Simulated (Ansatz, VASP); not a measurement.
## Pt: VASP beside Ansatz

INCAR

```
ALGO = Fast ; EDIFF = 1E-6
ENCUT = 520 ; GGA = PS
ISIF = 2 ; ISMEAR = 0
LASPH = True ; LCHARG = False
LREAL = False ; LWAVE = False
NBANDS = 17 ; NELM = 100
PREC = Accurate ; SIGMA = 0.1
```

Contents of KPOINTS:

```
k-points
0
Gamma
  16 16 8
```

POSCAR

```
Pt
1.0
    2.6915661554     -0.1104266246      0.0000000000
   -1.4414153399      2.4782479393      0.0000000000
    0.0000000000      0.0000000000      4.8350235993
Pt
2
Direct
    0.7481867038      0.4308083451      0.7500000000
    0.2518132962      0.5691916549      0.2500000000
```

Input for Ansatz:

```yaml
crystal:
  lattice:
    - [2.6915661554, -0.1104266246, 0.0]
    - [-1.4414153399, 2.4782479393, 0.0]
    - [0.0, 0.0, 4.8350235993]
  atoms:
    - { symbol: Pt, position: [0.7481867038, 0.4308083451, 0.75] }
    - { symbol: Pt, position: [0.2518132962, 0.5691916549, 0.25] }
basis:
  ecutwfc: 420
kpoints:
  mp_grid: { grid: [16, 16, 8] }
hamiltonian:
  xc: pbesol
scf:
  occupations: { method: gaussian, width: 0.1 }
output:
  forces: true
  stress: true
  eigenvalues: true
```

Alike in both runs: task single point; functional PBEsol; k mesh 16 × 16 × 8; occupations gaussian, width 0.1 eV; no spin polarisation.

```csv
,VASP,Ansatz
version,VASP 6.6.1,Ansatz 0.2.0
potentials or method,"VASP PAW PBE potentials, release 64 (Pt), cutoff 520 eV","scalar-relativistic, plane waves, PAW"
valence electrons in the cell,20,36
```

```csv
,VASP,Ansatz,Ansatz less VASP
gap on the k mesh at the Fermi level (eV),none,none,-
pressure (GPa),-6.2,-5.8,+0.40
"traceless stress, the component that is largest in VASP (GPa)",8.51,8.57,+0.064
rms of the force components (eV/Å),0.242,0.245,+0.0031
```

VASP's potentials were made for PBE, not for PBEsol. Atom by atom the forces differ by 0.003 eV/Å (rms over components). A gap of «none» marks a metal or a gap that the smearing closes. VASP's potentials hold 20 valence electrons a cell and Ansatz's 36, so a difference there can come from the potentials and not from the codes.

Neither program's run includes spin-orbit coupling.
